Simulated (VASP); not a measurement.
## NaF: single point with PBE

Crystal: NaF.

```xyz
2
Lattice="0.0000 2.2149 2.2149 2.2149 0.0000 2.2149 2.2149 2.2149 0.0000" Properties=species:S:1:pos:R:3 pbc="T T T"
Na    0.0000    0.0000    0.0000
F     2.2149    2.2149    2.2149
```

```
Program                : VASP 6.6.1
Task                   : single point
Functional             : PBE
Potentials or basis    : VASP PAW PBE potentials, release 64 (Na_pv, F)
Cutoff                 : 520 eV
k mesh                 : 10 × 10 × 10
Occupations            : gaussian, width 0.02 eV
Spin                   : no spin polarisation
Dipole correction      : no
Further INCAR settings : ALGO = Normal; EDIFF = 1e-07; NBANDS = 14
```

```yaml
Pressure: 12.1 GPa
Band_gap_on_the_k_mesh: 7.10 eV, direct
```

Levels at points of the mesh, in eV from the valence-band top:
```tsv
k point	band 4	band 5	band 6	band 7	band 8	band 9	band 10	band 11
(0.00, 0.00, 0.00)	-18.57	0.00	0.00	0.00	7.10	19.95	19.95	19.95
(0.50, 0.00, 0.00)	-17.79	-1.90	-0.33	-0.33	11.65	13.67	21.62	21.62
(0.50, 0.50, 0.00)	-18.65	-1.49	-0.47	-0.47	13.75	14.33	15.02	21.61
```

It took 7.6 s on 1 thread of Intel(R) Xeon(R) Platinum 8488C (Sapphire Rapids) (shared host), peak memory 0.14 GiB.

A k mesh can miss the band edges. As with any semilocal functional, this PBE gap is likely too small.
